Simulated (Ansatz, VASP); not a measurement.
**One calculation of ScS4, two programs**

```
CELL_PARAMETERS angstrom
3.41002 -3.99615 0.00000
3.41002 3.99615 0.00000
0.00000 0.00000 3.60734
ATOMIC_POSITIONS crystal
Sc 0.00000 0.00000 0.00000
S 0.72930 0.72930 0.50000
S 0.27070 0.27070 0.50000
S 0.68258 0.31742 0.00000
S 0.31742 0.68258 0.00000
```

Change from the starting cell: species swapped into the OsCl4 type (Cmmm, No. 65).

Alike in both runs: functional PBE; k mesh 8 × 8 × 10; occupations gaussian, width 0.1 eV; no spin polarisation.

Ansatz relaxed the structure, and its values are those at the end. VASP's run is a single point on that final structure, the one shown.

|  | VASP | Ansatz |
| --- | --- | --- |
| version | VASP 6.6.1 | Ansatz 0.2.0 |
| potentials or method | VASP PAW PBE potentials, release 64 (Sc_sv, S), cutoff 520 eV | scalar-relativistic, plane waves, PAW |
| valence electrons in the cell | 35 | 35 |

Ansatz gave:

```
gap on the k mesh at the Fermi level (eV) : none
pressure (GPa)                            : 0.0
rms of the force components (eV/Å)        : 0.001
```

Problem. What did VASP give for the same quantities?

Solution. gap on the k mesh at the Fermi level (eV): none; pressure (GPa): 0.1; rms of the force components (eV/Å): 0.009.

A gap of «none» marks a metal or a gap that the smearing closes. With one functional, cell and mesh, what is left measures potentials, basis and numerics.
